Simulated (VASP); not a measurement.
# Sn (I4_1/amd) in VASP: single point with PBE

Aim: the single point of Sn with PBE.

Program: VASP 6.6.1. These are calculated values, not measurements. Logs are shortened: lines on timing, memory, paths and dates and some standing lists are left out, and cuts for length are marked.

## 1. The cell of the first run

It takes space group I4_1/amd (No. 141, tetragonal). The conventional cell has a = 5.839 Å, b = 5.839 Å, c = 3.188 Å, α = 90.00°, β = 90.00°, γ = 90.00°. Sn (site symmetry -4m2) has 10 Sn at 3.03 to 3.77 Å within 4.0 Å.

## 2. Single point, PBE, non-collinear spin, zero start, spin-orbit coupling

Input file INCAR:

```
SYSTEM = Sn
PREC = Accurate
ENCUT = 520
EDIFF = 1E-6
ISMEAR = -1
SIGMA = 0.1
LREAL = .FALSE.
LASPH = .TRUE.
NELM = 150
ALGO = Normal
ISIF = 2
LWAVE = .FALSE.
LCHARG = .TRUE.
MAGMOM = 0 0 0 0 0 0
LORBIT = 11
LSORBIT = .TRUE.
GGA_COMPAT = .FALSE.
LORBMOM = .TRUE.
GGA = PE
LVHAR = .TRUE.
NBANDS = 40
```

Input file KPOINTS:

```
Automatic mesh
0
G
  11 11 11
  0 0 0
```

Input file POSCAR:

```
Sn
1.0
    4.4259279227      0.0000000298      0.0000000829
   -3.2780564857      2.9737490905      0.0000000829
   -0.5739357958     -1.4868747605      4.1289997731
Sn
2
Direct
    0.0000000000      0.0000000000      0.0000000000
    0.7500000000      0.2500000000      0.5000000000
```

Potentials or basis: VASP PAW PBE potentials, release 64 (Sn_d).

Started as:

```
cat potpaw_PBE.64/Sn_d/POTCAR > POTCAR
mpirun -np 1 vasp_ncl > vasp.out
```

OUTCAR:

```text
SYSTEM = Sn
   PREC = Accurate
   ENCUT = 520
   EDIFF = 1E-6
   ISMEAR = -1
   LREAL = .FALSE.
   LASPH = .TRUE.
   NELM = 150
   ISIF = 2
   LORBIT = 11
   LSORBIT = .TRUE.
   GGA = PE

 ion  position               nearest neighbor table
   1  0.000  0.000  0.000-   2 3.03   2 3.03   2 3.03   2 3.03
   2  0.750  0.250  0.500-   1 3.03   1 3.03   1 3.03   1 3.03

  LATTYP: Found a body centered tetragonal cell.
 ALAT       =     5.8392875953
 C/A-ratio  =     0.5458884798

  Lattice vectors:

 A1 = (   4.4259279227,   0.0000000298,   0.0000000829)
 A2 = (  -3.2780564857,   2.9737490905,   0.0000000829)
 A3 = (  -0.5739357958,  -1.4868747605,   4.1289997731)

Analysis of symmetry for initial positions (statically):
=====================================================================
 Subroutine PRICEL returns:
 Original cell was already a primitive cell.

 Routine SETGRP: Setting up the symmetry group for a
 body centered tetragonal supercell.

 Subroutine GETGRP returns: Found 16 space group operations
 (whereof  8 operations were pure point group operations)
 out of a pool of 16 trial point group operations.

The static configuration has the point symmetry D_2d.
 The point group associated with its full space group is D_4h.

Analysis of symmetry for dynamics (positions and initial velocities):
=====================================================================
 Subroutine PRICEL returns:
 Original cell was already a primitive cell.

 Routine SETGRP: Setting up the symmetry group for a
 body centered tetragonal supercell.

 Subroutine GETGRP returns: Found 16 space group operations
 (whereof  8 operations were pure point group operations)
 out of a pool of 16 trial point group operations.

The dynamic configuration has the point symmetry D_2d.
 The point group associated with its full space group is D_4h.

Analysis of structural, dynamic, and magnetic symmetry:
=====================================================================
 Subroutine PRICEL returns:
 Original cell was already a primitive cell.

 Routine SETGRP: Setting up the symmetry group for a
 body centered tetragonal supercell.

 Subroutine GETGRP returns: Found 16 space group operations
 (whereof  8 operations were pure point group operations)
 out of a pool of 16 trial point group operations.

The overall configuration has the point symmetry D_2d.
 The point group associated with its full space group is D_4h.

 Subroutine INISYM returns: Found 16 space group operations
 (whereof  8 operations are pure point group operations),
 and found     1 'primitive' translations

----------------------------------------------------------------------------------------

                                     Primitive cell

  volume of cell :      54.3442

  direct lattice vectors                    reciprocal lattice vectors
     4.425927923  0.000000030  0.000000083     0.225941317  0.249062166  0.121094717
    -3.278056486  2.973749091  0.000000083    -0.000000005  0.336275841  0.121094717
    -0.573935796 -1.486874760  4.128999773    -0.000000005 -0.000000012  0.242189401

  length of vectors
     4.425927923  4.425927923  4.425927923     0.357414845  0.357414845  0.242189401

  position of ions in fractional coordinates (direct lattice)
     0.000000000  0.000000000  0.000000000
     0.750000000  0.250000000  0.500000000

  ion indices of the primitive-cell ions
   primitive index   ion index
                 1           1
                 2           2

----------------------------------------------------------------------------------------

 KPOINTS: Automatic mesh

Automatic generation of k-mesh.
 Grid dimensions read from file:
 generate k-points for:   11   11   11

 Generating k-lattice:

  Cartesian coordinates                     Fractional coordinates (reciprocal lattice)
     0.020540120  0.022642015  0.011008611     0.090909091 -0.000000000  0.000000000
    -0.000000000  0.030570531  0.011008611     0.000000000  0.090909091  0.000000000
    -0.000000000 -0.000000001  0.022017218     0.000000000  0.000000000  0.090909091

  Length of vectors
[... 95 lines left out ...]

 number of electron      27.9999999 magnetization      -0.0000000      0.0000000      0.0000000

 Free energy of the ion-electron system (eV)
  ---------------------------------------------------
  ext. energy  EPLUGINS =         0.00000000
  ---------------------------------------------------
  free energy    TOTEN  =        -7.72228504 eV

  energy without entropy =       -7.69029459  energy(sigma->0) =       -7.70628982

 E-fermi :   7.9528     XC(G=0): -10.2973

 val. band max:        7.9346226240   @ k =   0.4545   0.2727   0.0909
 cond. band min:       7.9928528918   @ k =   0.1818   0.0909   0.0000
 fundamental gap:      0.0582302678
 Fermi energy:         7.9527657210

 k-point     1 :       0.0000    0.0000    0.0000
  band No.  band energies     occupation
      1     -14.1255      1.00000
      2     -14.1255      1.00000
      3     -14.1096      1.00000
      4     -14.1096      1.00000
      5     -14.0786      1.00000
      6     -14.0786      1.00000
[... 1021 lines left out ...]
     39      18.0487      0.00000
     40      18.0635      0.00000

 [... further k-points ...]
[... 5 lines left out ...]
  --------------------------------------------------------------------------------------
  -------------------------------------------------------------------------------------
  Total        0.8998905      0.5874325      0.9545969     -0.1417260     -0.0000000     -0.0000000
  in kB       26.5305774     17.3186895     28.1434328     -4.1783665     -0.0000006     -0.0000002
  external PRESSURE =      23.9975666 kB  Pullay stress =       0.0000000 kB

 VOLUME and BASIS-vectors are now :
 -----------------------------------------------------------------------------
  energy-cutoff  :      520.00
  volume of cell :       54.34
      direct lattice vectors                 reciprocal lattice vectors
     4.425927923  0.000000030  0.000000083     0.225941317  0.249062166  0.121094717
    -3.278056486  2.973749091  0.000000083    -0.000000005  0.336275841  0.121094717
    -0.573935796 -1.486874760  4.128999773    -0.000000005 -0.000000012  0.242189401

 POSITION                                       TOTAL-FORCE (eV/Angst)
 -----------------------------------------------------------------------------------
      0.00000      0.00000      0.00000        -0.000000     -0.000000      0.000000
      2.21296     -0.00000      2.06450         0.000000      0.000000     -0.000000
 -----------------------------------------------------------------------------------
    total drift:                                0.000000     -0.000000      0.000000

  FREE ENERGIE OF THE ION-ELECTRON SYSTEM (eV)
  ---------------------------------------------------
  free  energy   TOTEN  =        -7.7222850445 eV

  energy  without entropy=       -7.6902945928  energy(sigma->0) =       -7.70628982

 orbital moment (x)

 # of ion     p       d       tot
 ----------------------------------------
  1         0.000   0.000   0.000
  2         0.000   0.000   0.000
 ----------------------------------------
            0.000   0.000   0.000

 orbital moment (y)

 # of ion     p       d       tot
 ----------------------------------------
  1        -0.000   0.000  -0.000
  2        -0.000  -0.000  -0.000
 ----------------------------------------
           -0.000   0.000  -0.000

 orbital moment (z)

 # of ion     p       d       tot
 ----------------------------------------
  1        -0.000  -0.000  -0.000
  2        -0.000   0.000  -0.000
 ----------------------------------------
           -0.000  -0.000  -0.000

 Spin-Orbit-Coupling matrix elements

 Ion:    1  E_soc:     -0.1123664
 l=   1
     0.0000000    -0.0126014    -0.0126056
    -0.0126014     0.0000000    -0.0125777
    -0.0126056    -0.0125777     0.0000000
 l=   2
     0.0000000    -0.0012311     0.0000000    -0.0012164    -0.0049219
    -0.0012311     0.0000000    -0.0037007    -0.0012194    -0.0012209
     0.0000000    -0.0037007     0.0000000    -0.0036640     0.0000000
    -0.0012164    -0.0012194    -0.0036640     0.0000000    -0.0012242
    -0.0049219    -0.0012209     0.0000000    -0.0012242     0.0000000
 l=   3
     0.0000000     0.0000000     0.0000000     0.0000000     0.0000000     0.0000000     0.0000000
     0.0000000     0.0000000     0.0000000     0.0000000     0.0000000     0.0000000     0.0000000
     0.0000000     0.0000000     0.0000000     0.0000000     0.0000000     0.0000000     0.0000000
     0.0000000     0.0000000     0.0000000     0.0000000     0.0000000     0.0000000     0.0000000
     0.0000000     0.0000000     0.0000000     0.0000000     0.0000000     0.0000000     0.0000000
     0.0000000     0.0000000     0.0000000     0.0000000     0.0000000     0.0000000     0.0000000
     0.0000000     0.0000000     0.0000000     0.0000000     0.0000000     0.0000000     0.0000000

 Ion:    2  E_soc:     -0.1123664
 l=   1
     0.0000000    -0.0126014    -0.0126056
    -0.0126014     0.0000000    -0.0125777
    -0.0126056    -0.0125777     0.0000000
 l=   2
     0.0000000    -0.0012311     0.0000000    -0.0012164    -0.0049219
    -0.0012311     0.0000000    -0.0037007    -0.0012194    -0.0012209
     0.0000000    -0.0037007     0.0000000    -0.0036640     0.0000000
    -0.0012164    -0.0012194    -0.0036640     0.0000000    -0.0012242
    -0.0049219    -0.0012209     0.0000000    -0.0012242     0.0000000
 l=   3
     0.0000000     0.0000000     0.0000000     0.0000000     0.0000000     0.0000000     0.0000000
     0.0000000     0.0000000     0.0000000     0.0000000     0.0000000     0.0000000     0.0000000
     0.0000000     0.0000000     0.0000000     0.0000000     0.0000000     0.0000000     0.0000000
     0.0000000     0.0000000     0.0000000     0.0000000     0.0000000     0.0000000     0.0000000
     0.0000000     0.0000000     0.0000000     0.0000000     0.0000000     0.0000000     0.0000000
     0.0000000     0.0000000     0.0000000     0.0000000     0.0000000     0.0000000     0.0000000
     0.0000000     0.0000000     0.0000000     0.0000000     0.0000000     0.0000000     0.0000000

 total charge

# of ion       s       p       d       tot
------------------------------------------
    1        1.236   1.014   9.976  12.226
    2        1.236   1.014   9.976  12.226
--------------------------------------------------
tot          2.473   2.028  19.952  24.452

 magnetization (x)

# of ion       s       p       d       tot
------------------------------------------
    1        0.000   0.000   0.000   0.000
    2        0.000   0.000   0.000   0.000
--------------------------------------------------
tot          0.000   0.000   0.000   0.000

 magnetization (y)

# of ion       s       p       d       tot
------------------------------------------
    1        0.000   0.000   0.000   0.000
    2        0.000   0.000   0.000   0.000
--------------------------------------------------
tot          0.000   0.000   0.000   0.000

 magnetization (z)

# of ion       s       p       d       tot
------------------------------------------
    1        0.000  -0.000   0.000   0.000
    2        0.000  -0.000   0.000  -0.000
--------------------------------------------------
tot          0.000  -0.000   0.000  -0.000
```

Run time: 16 min. Hardware: 1 thread of Oxide Virtual Turin-like, shared host; peak memory 0.58 GiB.

What came out:

```yaml
Free_energy: -7.7223 eV
Pressure: 2.4 GPa
Net_moment: 0.00 μB per cell
Valence_electrons_inside_the_program's_atomic_spheres: Sn 12.23
```

Moments on the atoms (μB; x, y, z):
```
Sn  0.00 0.00 0.00
Sn  0.00 0.00 0.00
```
